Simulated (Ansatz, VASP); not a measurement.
## Two plane-wave programs on MnS

The input INCAR:

```
SYSTEM = MnS
ALGO     = Normal         ! electronic algorithm
EDIFF    = 1E-6           ! SCF threshold, eV
ENCUT    = 520            ! plane-wave cutoff, eV
GGA      = PE             ! functional
ISIF     = 2              ! what is computed and relaxed
ISMEAR   = -1             ! smearing method
ISPIN    = 2              ! spin polarisation
LASPH    = .True.         ! aspherical terms in the spheres
LCHARG   = .True.         ! write CHGCAR
LDAU     = .True.         ! DFT+U
LDAUJ    = 0 0          
LDAUL    = 2 -1           ! shell
LDAUPRINT= 1            
LDAUTYPE = 2            
LDAUU    = 6.2 0          ! U, eV
LELF     = .True.         ! ELF
LMAXMIX  = 4              ! l up to which the mixer works
LORBIT   = 11             ! projections on sites
LREAL    = .False.        ! projectors in reciprocal space
LVHAR    = .True.       
LWAVE    = .False.        ! write WAVECAR
MAGMOM   = 5.01 0.08      ! initial moments
NBANDS   = 20             ! bands
NELM     = 150            ! most SCF steps
PREC     = Accurate       ! precision mode
SIGMA    = 0.15           ! smearing width, eV
```

Contents of KPOINTS:

```
k-points
0
Gamma
  9 9 9
  0 0 0
```

POSCAR

```
MnS
1.0
    0.0000000000      2.6045000000      2.6045000000
    2.6045000000      0.0000000000      2.6045000000
    2.6045000000      2.6045000000      0.0000000000
Mn S
1 1
Direct
    0.0000000000      0.0000000000      0.0000000000
    0.5000000000      0.5000000000      0.5000000000
```

input.yaml

```yaml
crystal:
  lattice:
    - [0.0, 2.6045, 2.6045]
    - [2.6045, 0.0, 2.6045]
    - [2.6045, 2.6045, 0.0]
  atoms:
    - { symbol: Mn, position: [0.0, 0.0, 0.0] }
    - { symbol: S, position: [0.5, 0.5, 0.5] }
hamiltonian:
  xc: pbe
  pseudopotentials: { kind: paw }
  hubbard: { sites: [{ species: Mn, l: d, u_eff: 6.2 }] }
magnetization:
  spin_polarized: true
kpoints:
  mp_grid: { grid: [9, 9, 9] }
  band_path:
    path:
      - [[0.0, 0.0, 0.0], [0.5, 0.0, 0.5], [0.5, 0.25, 0.75], [0.375, 0.375, 0.75], [0.0, 0.0, 0.0], [0.5, 0.5, 0.5], [0.625, 0.25, 0.625], [0.5, 0.25, 0.75], [0.5, 0.5, 0.5], [0.375, 0.375, 0.75]]
      - [[0.625, 0.25, 0.625], [0.5, 0.0, 0.5]]
    npoints: 14
scf:
  occupations: { method: fermi_dirac, width: 0.15 }
  n_extra_bands: 6
output:
  forces: true
  stress: true
  eigenvalues: true
  fatbands: false
basis:
  ecutrho_ratio: 12
```

Alike in both runs: functional PBE; k mesh 9 × 9 × 9; occupations fermi-dirac, width 0.15 eV; collinear spin; Hubbard terms Mn d U = 6.2 eV.

```csv
,VASP,Ansatz
version,VASP 6.6.1,Ansatz 0.2.0
potentials or method,"VASP PAW PBE potentials, release 64 (Mn_pv, S)",Ansatz PAW
plane-wave cutoff (eV),520,420
valence electrons in the cell,19,21
task,single point,band structure
```

```csv
,VASP,Ansatz,Ansatz less VASP
gap on the k mesh at the Fermi level (eV),1.36,1.18,-0.182
least direct gap on the mesh (eV),3.27,3.16,-0.109
pressure (GPa),5.8,7.1,+1.28
net moment per atom (μB),2.50,2.50,0.000
size of the moment on the site where the two differ most (μB),4.67,4.55,-0.111
```

Site moments also hang on the region over which each program counts them. The programs project onto different local orbitals, so the same U acts differently, and such runs can settle in different states. VASP's potentials hold 19 valence electrons a cell and Ansatz's 21, so a difference there can come from the potentials and not from the codes.

Noted on Ansatz's run: the magnetic or orbital state may not be the lowest; the k mesh misses the band edges, so the gap on the mesh is wider than the one along the path.
